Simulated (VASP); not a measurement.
Set up this calculation in VASP 6.6.1, as the native input.

```yaml
Task: single point
Functional: PBEsol
Potentials_or_basis: VASP PAW PBE potentials, release 64 (Te, Sn_d)
Cutoff: 520 eV
k_mesh: 1 × 1 × 1
Occupations: fermi-dirac, width 0.05 eV
Spin: no spin polarisation
Dipole_correction: no
Further_INCAR_settings: LREAL = Auto; ALGO = Normal; EDIFF = 1e-07; NBANDS = 358
```

The structure of SnTe lies in POSCAR:

```
SnTe
1.0
   12.5689980000      0.0000000000      0.0000000000
    0.0000000000     12.5689980000      0.0000000000
    0.0000000000      0.0000000000     12.5689980000
Te Sn
32 32
Direct
    0.2500000000      0.0000000000      0.0000000000
    0.2500000000      0.0000000000      0.5000000000
    0.2500000000      0.5000000000      0.0000000000
    0.2500000000      0.5000000000      0.5000000000
    0.7500000000      0.0000000000      0.0000000000
    0.7500000000      0.0000000000      0.5000000000
    0.7500000000      0.5000000000      0.0000000000
    0.7500000000      0.5000000000      0.5000000000
    0.0000000000      0.2500000000      0.0000000000
    0.0000000000      0.2500000000      0.5000000000
    0.0000000000      0.7500000000      0.0000000000
    0.0000000000      0.7500000000      0.5000000000
    0.5000000000      0.2500000000      0.0000000000
    0.5000000000      0.2500000000      0.5000000000
    0.5000000000      0.7500000000      0.0000000000
    0.5000000000      0.7500000000      0.5000000000
    0.0000000000      0.0000000000      0.2500000000
    0.0000000000      0.0000000000      0.7500000000
    0.0000000000      0.5000000000      0.2500000000
    0.0000000000      0.5000000000      0.7500000000
    0.5000000000      0.0000000000      0.2500000000
    0.5000000000      0.0000000000      0.7500000000
    0.5000000000      0.5000000000      0.2500000000
    0.5000000000      0.5000000000      0.7500000000
    0.2500000000      0.2500000000      0.2500000000
    0.2500000000      0.2500000000      0.7500000000
    0.2500000000      0.7500000000      0.2500000000
    0.2500000000      0.7500000000      0.7500000000
    0.7500000000      0.2500000000      0.2500000000
    0.7500000000      0.2500000000      0.7500000000
    0.7500000000      0.7500000000      0.2500000000
    0.7500000000      0.7500000000      0.7500000000
    0.0000000000      0.0000000000      0.0000000000
    0.0000000000      0.0000000000      0.5000000000
    0.0000000000      0.5000000000      0.0000000000
    0.0000000000      0.5000000000      0.5000000000
    0.5000000000      0.0000000000      0.0000000000
    0.5000000000      0.0000000000      0.5000000000
    0.5000000000      0.5000000000      0.0000000000
    0.5000000000      0.5000000000      0.5000000000
    0.2500000000      0.2500000000      0.0000000000
    0.2500000000      0.2500000000      0.5000000000
    0.2500000000      0.7500000000      0.0000000000
    0.2500000000      0.7500000000      0.5000000000
    0.7500000000      0.2500000000      0.0000000000
    0.7500000000      0.2500000000      0.5000000000
    0.7500000000      0.7500000000      0.0000000000
    0.7500000000      0.7500000000      0.5000000000
    0.2500000000      0.0000000000      0.2500000000
    0.2500000000      0.0000000000      0.7500000000
    0.2500000000      0.5000000000      0.2500000000
    0.2500000000      0.5000000000      0.7500000000
    0.7500000000      0.0000000000      0.2500000000
    0.7500000000      0.0000000000      0.7500000000
    0.7500000000      0.5000000000      0.2500000000
    0.7500000000      0.5000000000      0.7500000000
    0.0000000000      0.2500000000      0.2500000000
    0.0000000000      0.2500000000      0.7500000000
    0.0000000000      0.7500000000      0.2500000000
    0.0000000000      0.7500000000      0.7500000000
    0.5000000000      0.2500000000      0.2500000000
    0.5000000000      0.2500000000      0.7500000000
    0.5000000000      0.7500000000      0.2500000000
    0.5000000000      0.7500000000      0.7500000000
```

These files were run (other wordings do the same):

INCAR

```
  PREC = Accurate
  ENCUT = 520
  EDIFF = 1E-7
  ISMEAR = -1
  SIGMA = 0.05
  LREAL = Auto
  LASPH = T
  NELM = 100
  ALGO = Normal
  ISIF = 2
  LWAVE = F
  LCHARG = F
  GGA = PS
  NBANDS = 358
```

KPOINTS

```
Automatic mesh
0
Gamma
  1 1 1
```

Potentials or basis: VASP PAW PBE potentials, release 64 (Te, Sn_d).

Command:

```console
$ cat potpaw_PBE.64/Te/POTCAR potpaw_PBE.64/Sn_d/POTCAR > POTCAR
$ mpirun -np 1 vasp_gam > vasp.out
```

Results of the run:

| Quantity | Value |
| --- | --- |
| Pressure | 0.3 GPa |

Caveat: the k points lie up to 0.50 Å⁻¹ apart; the PAW data sets were made with another functional, which shifts forces and pressure a little.

It took 22 min on 1 thread of AMD EPYC 7R13 Processor (Zen 3), on a shared host, peak memory 1.6 GiB.
